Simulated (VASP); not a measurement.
Wanted: the native input for a VASP 6.6.1 run.

```yaml
Task: single point
Functional: r2SCAN
Potentials_or_basis: VASP PAW PBE potentials, release 64 (P)
Cutoff: 520 eV
k_mesh: 11 × 11 × 11
Occupations: fermi-dirac, width 0.1 eV
Spin: no spin polarisation
Dipole_correction: no
Further_INCAR_settings: ALGO = Normal; EDIFF = 1e-07; NBANDS = 12
```

Crystal: P.

```
P
1.0
     0.00000    2.63720    2.63720
     2.63720    0.00000    2.63720
     2.63720    2.63720    0.00000
P
2
Cartesian
  0.6593 0.6593 0.6593
  4.6151 4.6151 4.6151
```

This isn't the form of P at room conditions, which is orthorhombic.

One way to write it, as run:

POSCAR

```
P
1.0
    0.0000000000      2.6371960065      2.6371960065
    2.6371960065      0.0000000000      2.6371960065
    2.6371960065      2.6371960065      0.0000000000
P
2
Direct
    0.1250000000      0.1250000000      0.1250000000
    0.8750000000      0.8750000000      0.8750000000
```

INCAR.step1

```
ALGO = Normal
EDIFF = 1E-4
ENCUT = 520
GGA = PE
ISMEAR = -1
LASPH = True
LCHARG = False
LREAL = False
LWAVE = True
NBANDS = 12
NELM = 100
PREC = Accurate
SIGMA = 0.1
```

INCAR.step2

```
ALGO = Normal
EDIFF = 1E-7
ENCUT = 520
ISIF = 2
ISMEAR = -1
ISTART = 1
LASPH = True
LCHARG = False
LMIXTAU = True
LREAL = False
LWAVE = False
METAGGA = R2SCAN
NBANDS = 12
NELM = 100
PREC = Accurate
SIGMA = 0.1
```

KPOINTS

```
k-points
0
Gamma
  11 11 11
```

Potentials or basis: VASP PAW PBE potentials, release 64 (P).

Run with:

```sh
$ cat potpaw_PBE.64/P/POTCAR > POTCAR
$ cp INCAR.step1 INCAR
$ mpirun -np 1 vasp_std > vasp.out
$ cp INCAR.step2 INCAR
$ mpirun -np 1 vasp_std > vasp.out
```

Results of the run:

```
Pressure               : 4.3 GPa
Band gap on the k mesh : zero (bands 5 and 6 overlap by 2.16 eV)
```

Caveat: the cell stands under pressure; the PAW data sets were made with another functional, which shifts forces and pressure a little.

Wall time 44 s on 1 thread of Intel(R) Xeon(R) 6975P-C (Granite Rapids) (shared host), peak memory 0.16 GiB.
